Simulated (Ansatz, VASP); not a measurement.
**Two plane-wave programs on Ba3Si**

Contents of INCAR:

```
  ALGO = Normal
  EDIFF = 1E-6
  ENCUT = 520
  GGA = PE
  ISIF = 2
  ISMEAR = 0
  LASPH = T
  LCHARG = F
  LREAL = F
  LWAVE = F
  NBANDS = 25
  NELM = 60
  PREC = Accurate
  SIGMA = 0.05
```

The input KPOINTS:

```
k-points
0
Gamma
  6 6 6
```

POSCAR

```
Ba3Si
1.0
    5.3105991434      0.0000000000      0.0000000000
    0.0000000000      5.3105991434      0.0000000000
    0.0000000000      0.0000000000      5.3105991434
Ba Si
3 1
Direct
    0.0000000000      0.5000000000      0.5000000000
    0.5000000000      0.5000000000      0.0000000000
    0.5000000000      0.0000000000      0.5000000000
    0.0000000000      0.0000000000      0.0000000000
```

Input for Ansatz:

```yaml
crystal:
  lattice:
    - [5.3105991434, 0.0, 0.0]
    - [0.0, 5.3105991434, 0.0]
    - [0.0, 0.0, 5.3105991434]
  atoms:
    - { symbol: Ba, position: [0.0, 0.5, 0.5] }
    - { symbol: Ba, position: [0.5, 0.5, 0.0] }
    - { symbol: Ba, position: [0.5, 0.0, 0.5] }
    - { symbol: Si, position: [0.0, 0.0, 0.0] }
basis:
  ecutwfc: 420
  ecutrho_ratio: 4
kpoints:
  mp_grid: { grid: [6, 6, 6] }
hamiltonian:
  xc: pbe
scf:
  occupations: { method: gaussian, width: 0.05 }
output:
  forces: true
  stress: true
  eigenvalues: true
```

Alike in both runs: task single point; functional PBE; k mesh 6 × 6 × 6; occupations gaussian, width 0.05 eV; no spin polarisation.

|  | VASP | Ansatz |
| --- | --- | --- |
| version | VASP 6.6.1 | Ansatz 0.2.0 |
| potentials or method | VASP PAW PBE potentials, release 64 (Ba_sv, Si), cutoff 520 eV | scalar-relativistic, plane waves, PAW |
| valence electrons in the cell | 34 | 34 |

Ansatz gave:

| Property | Result |
| --- | --- |
| gap on the k mesh at the Fermi level (eV) | none |
| pressure (GPa) | 0.8 |

Q: What did VASP give for the same quantities?

A: gap on the k mesh at the Fermi level (eV): none; pressure (GPa): 1.3.

A gap of «none» marks a metal or a gap that the smearing closes.

Spin-orbit coupling is off throughout.
